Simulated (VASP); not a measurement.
Here is a VASP 6.6.1 calculation.

Contents of INCAR:

```
PREC = Accurate
ENCUT = 520
EDIFF = 1E-6
ISMEAR = 0
SIGMA = 0.1
LREAL = F
LASPH = T
NELM = 80
ALGO = Normal
ISIF = 2
LWAVE = F
LCHARG = T
GGA = PE
LELF = T
LVHAR = T
NBANDS = 35
```

File KPOINTS:

```
Automatic mesh
0
Gamma
  4 4 2
```

The input POSCAR:

```
MgTeF6
1.0
    3.9091087200      0.0000000000      0.0000000000
    0.0000000000      3.9091087200      0.0000000000
    0.0000000000      0.0000000000      7.7743925000
Mg Te F
1 1 6
Direct
    0.0000000000      0.0000000000      0.0000000000
    0.0000000000      0.0000000000      0.5000000000
    0.5000000000      0.5000000000      0.0000000000
    0.5000000000      0.5000000000      0.5000000000
    0.5000000000      0.0000000000      0.2477058200
    0.5000000000      0.0000000000      0.7522941800
    0.0000000000      0.5000000000      0.2477058200
    0.0000000000      0.5000000000      0.7522941800
```

Potentials or basis: VASP PAW PBE potentials, release 64 (Mg, Te, F).

Command:

```console
$ cat potpaw_PBE.64/Mg/POTCAR potpaw_PBE.64/Te/POTCAR potpaw_PBE.64/F/POTCAR > POTCAR
$ mpirun -np 1 vasp_std > vasp.out
```

**Question.** What does it give for the pressure?

**Answer.** -19.3 GPa.

**Question.** Estimate the band gap on the k mesh.

**Answer.** Zero (bands 25 and 26 overlap by 0.04 eV).

**Question.** Estimate the largest force.

**Answer.** 1.173 eV/Å.

Forces in eV/Å, atoms in the order of the input:
```
Mg   0.000  0.000  0.000
Te   0.000  0.000  0.000
F    0.000  0.000  0.000
F    0.000  0.000  0.000
F    0.000  0.000  1.173
F    0.000  0.000 -1.173
F    0.000  0.000  1.173
F    0.000  0.000 -1.173
```

Caveat: the k points lie up to 0.40 Å⁻¹ apart; spin-orbit coupling is left out, which moves the levels of the heavy elements; forces of over 1 eV/Å act on the atoms, so gaps and moduli don't describe the material at rest.
